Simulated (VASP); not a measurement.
A run of VASP 6.6.1 is set up as follows.

The input INCAR:

```
SYSTEM = NaCl
  PREC = Accurate
  ENCUT = 520
  EDIFF = 1E-6
  ISMEAR = -1
  SIGMA = 0.05
  LREAL = .False.
  LASPH = .True.
  NELM = 60
  ALGO = Normal
  ISIF = 2
  LWAVE = .False.
  LCHARG = .True.
  GGA = RP
  IVDW = 12
  LELF = .True.
  LVHAR = .True.
  NBANDS = 14
```

The input KPOINTS:

```
regular mesh
0
Gamma
  8 8 8
  0 0 0
```

Contents of POSCAR:

```
NaCl
1.0
    3.1802285249      0.0000000000      0.0000000000
    0.0000000000      3.1802285249      0.0000000000
    0.0000000000      0.0000000000      3.1802285249
Cl Na
1 1
Direct
    0.5000000000      0.5000000000      0.5000000000
    0.0000000000      0.0000000000      0.0000000000
```

Potentials or basis: VASP PAW PBE potentials, release 64 (Cl, Na_pv).

The run is started by

```console
$ cat potpaw_PBE.64/Cl/POTCAR potpaw_PBE.64/Na_pv/POTCAR > POTCAR
$ mpirun -np 1 vasp_std > vasp.out
```

Q: Predict the band gap on the k mesh.

A: 5.52 eV (least direct gap 5.55 eV).

Q: Predict the dispersion energy per atom.

A: -1.428 eV.

Q: Estimate the pressure.

A: -0.1 GPa.

Caveat: the PAW data sets were made with another functional, which shifts forces and pressure a little. A k mesh can miss the band edges.
